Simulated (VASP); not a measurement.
A run of VASP 6.6.1:

INCAR

```
SYSTEM = LiSi16
PREC = Accurate ; ENCUT = 520
EDIFF = 1E-7 ; ISMEAR = 0
SIGMA = 0.02 ; LREAL = Auto
LASPH = .TRUE. ; NELM = 100
ALGO = Normal ; ISIF = 2
LWAVE = .FALSE. ; LCHARG = .TRUE.
GGA = PS ; LELF = .TRUE.
LVHAR = .TRUE. ; NBANDS = 48
NELECT = 66.0
```

Contents of KPOINTS:

```
regular mesh
0
G
  2 2 2
  0 0 0
```

The input POSCAR:

```
LiSi16
1.0
    0.0000000000      5.4300000000      5.4300000000
    5.4300000000      0.0000000000      5.4300000000
    5.4300000000      5.4300000000      0.0000000000
Si Li
16 1
Direct
   -0.0005680479      0.0004216390      0.0001704420
    0.1222140884      0.1230616022      0.1228424494
   -0.0024054328     -0.0016328729      0.5021080110
    0.1222082873      0.1230510129      0.6320749540
   -0.0024121547      0.5023302026     -0.0018373849
    0.1222011050      0.6323244936      0.1228200737
   -0.0024147330      0.5023206262      0.5020872928
    0.1270090239      0.6245184162      0.6243139963
    0.5014654696     -0.0016096685     -0.0018067219
    0.6313420810      0.1230901473      0.1228687845
    0.5014623389     -0.0016185083      0.5021245856
    0.6237431860      0.1277393186      0.6243393186
    0.5014568140      0.5023498158     -0.0018269797
    0.6237375691      0.6245373849      0.1275567219
    0.4995777164      0.5003106814      0.5001279926
    0.6237359116      0.6245296501      0.6243217311
    0.2494028545      0.2504448435      0.2501787293
```

Potentials or basis: VASP PAW PBE potentials, release 64 (Si, Li_sv).

The run is started by

```sh
$ cat potpaw_PBE.64/Si/POTCAR potpaw_PBE.64/Li_sv/POTCAR > POTCAR
$ mpirun -np 1 vasp_std > vasp.out
```

Hardware: 1 thread of Intel(R) Xeon(R) Platinum 8488C (Sapphire Rapids), on a shared host.

**Question.** How long does it take, and how much memory?

**Answer.** Wall time 9.2 min on 1 thread of Intel(R) Xeon(R) Platinum 8488C (Sapphire Rapids), with other jobs on the host, peak memory 0.48 GiB. Counts: scf iterations 14, k points 8.
